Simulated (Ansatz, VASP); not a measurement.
# One calculation of Ni, two programs

File INCAR:

```
SYSTEM = Ni
PREC = Accurate ; ENCUT = 520
EDIFF = 1E-6 ; ISMEAR = -1
SIGMA = 0.1 ; LREAL = .False.
LASPH = .True. ; NELM = 80
ALGO = Normal ; ISIF = 2
LWAVE = .False. ; LCHARG = .True.
LELF = .True. ; LVHAR = .True.
NBANDS = 28
```

Contents of KPOINTS:

```
Automatic mesh
0
Gamma
  17 17 5
  0 0 0
```

File POSCAR:

```
Ni
1.0
    2.3514724815      0.0000000000      0.0000000000
   -1.1757362408      2.0364349053      0.0000000000
    0.0000000000      0.0000000000      7.7043314958
Ni
4
Direct
    0.0000000000      1.0000000000      0.0000000000
    1.0000000000      1.0000000000      0.5000000000
    0.3333333333      0.6666666667      0.2500000000
    0.6666666667      0.3333333333      0.7500000000
```

Input for Ansatz:

```yaml
crystal:
  lattice:
    - [2.3514724815, 0.0, 0.0]
    - [-1.1757362408, 2.0364349053, 0.0]
    - [0.0, 0.0, 7.7043314958]
  atoms:
    - { symbol: Ni, position: [0.0, 1.0, 0.0] }
    - { symbol: Ni, position: [1.0, 1.0, 0.5] }
    - { symbol: Ni, position: [0.3333333333, 0.6666666667, 0.25] }
    - { symbol: Ni, position: [0.6666666667, 0.3333333333, 0.75] }
hamiltonian:
  xc: lda
  pseudopotentials:
    kind: paw
    azcp:
      Ni: "pseudopotentials/Ni.paw.azcp"
basis:
  ecutwfc: 420
  fft_grid_basis: typed
kpoints:
  mp_grid: { grid: [17, 17, 5], shift: [0, 0, 0] }
magnetization:
  spin_polarized: false
scf:
  occupations: { method: fermi_dirac, width: 0.1 }
  lower_state_search: "off"
output:
  stress: true
  write_density: true
  write_potential: true
  elf: true
  volumetric_format: npy
```

Alike in both runs: task single point; functional LDA; k mesh 17 × 17 × 5; occupations fermi-dirac, width 0.1 eV; no spin polarisation.

|  | VASP | Ansatz |
| --- | --- | --- |
| version | VASP 6.6.1 | Ansatz 0.2.0 |
| potentials or method | VASP PAW LDA potentials, release 64 (Ni), cutoff 520 eV | plane waves (420 eV) with PAW, scalar-relativistic |
| valence electrons in the cell | 40 | 72 |

Ansatz gave:

| Quantity | Value |
| --- | --- |
| pressure (GPa) | 26.0 |

**Question.** Which values does VASP return?

**Answer.** Pressure (GPa): 25.6.

Ansatz warns that its potentials were made for another functional, while VASP's fit it. LDA's correlation is that of Perdew and Zunger in VASP and of Perdew and Wang (1992) in Ansatz. VASP's potentials hold 40 valence electrons a cell and Ansatz's 72, so a difference there can come from the potentials and not from the codes.
